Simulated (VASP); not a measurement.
A run of VASP 6.6.1 is set up as follows.

File INCAR:

```
ALGO     = Fast           # electronic algorithm
EDIFF    = 1E-7           # SCF threshold, eV
ENCUT    = 520            # plane-wave cutoff, eV
GGA      = PE             # functional
ISIF     = 2              # what is computed and relaxed
ISMEAR   = 0              # smearing method
LASPH    = T              # aspherical terms in the spheres
LCHARG   = F              # write CHGCAR
LREAL    = F              # projectors in reciprocal space
LWAVE    = F              # write WAVECAR
NBANDS   = 82             # bands
NELM     = 60             # most SCF steps
PREC     = Accurate       # precision mode
SIGMA    = 0.2            # smearing width, eV
```

File KPOINTS:

```
k-points
0
Gamma
  3 3 4
```

Contents of POSCAR:

```
AlCu6
1.0
    6.8450110894      0.0000000000      0.0000000000
   -3.4225055447      5.9279534926      0.0000000000
    0.0000000000      0.0000000000      4.2246909006
Al Cu
2 12
Direct
    0.6666666667      0.3333333333      0.7500000000
    0.3333333333      0.6666666667      0.2500000000
    0.3809149067      0.4753460211      0.7500000000
    0.9539685380      0.1907053197      0.7500000000
    0.5246539789      0.9055688855      0.7500000000
    0.2367367818      0.0460314620      0.7500000000
    0.0944311145      0.6190850933      0.7500000000
    0.8092946803      0.7632632182      0.7500000000
    0.9055688855      0.3809149067      0.2500000000
    0.7632632182      0.9539685380      0.2500000000
    0.4753460211      0.0944311145      0.2500000000
    0.1907053197      0.2367367818      0.2500000000
    0.0460314620      0.8092946803      0.2500000000
    0.6190850933      0.5246539789      0.2500000000
```

Potentials or basis: VASP PAW PBE potentials, release 64 (Al, Cu).

The run is started by

```sh
$ cat potpaw_PBE.64/Al/POTCAR potpaw_PBE.64/Cu/POTCAR > POTCAR
$ mpirun -np 1 vasp_std > vasp.out
```

Predict the pressure.

0.6 GPa.

Predict the band gap on the k mesh.

zero (bands 69 and 70 overlap by 3.11 eV).

Estimate the largest force.

0.008 eV/Å.

Forces in eV/Å, atoms in the order of the input:
```
Al   0.000  0.000  0.000
Al   0.000  0.000  0.000
Cu   0.005 -0.003  0.000
Cu   0.008  0.002  0.000
Cu   0.000  0.006  0.000
Cu  -0.002 -0.008  0.000
Cu  -0.005 -0.003  0.000
Cu  -0.005  0.006  0.000
Cu   0.005  0.003  0.000
Cu   0.002  0.008  0.000
Cu   0.000 -0.006  0.000
Cu   0.005 -0.006  0.000
Cu  -0.008 -0.002  0.000
Cu  -0.005  0.003  0.000
```

Caveat: the k points lie up to 0.37 Å⁻¹ apart, too coarse for converged energies and pressures of a metal.
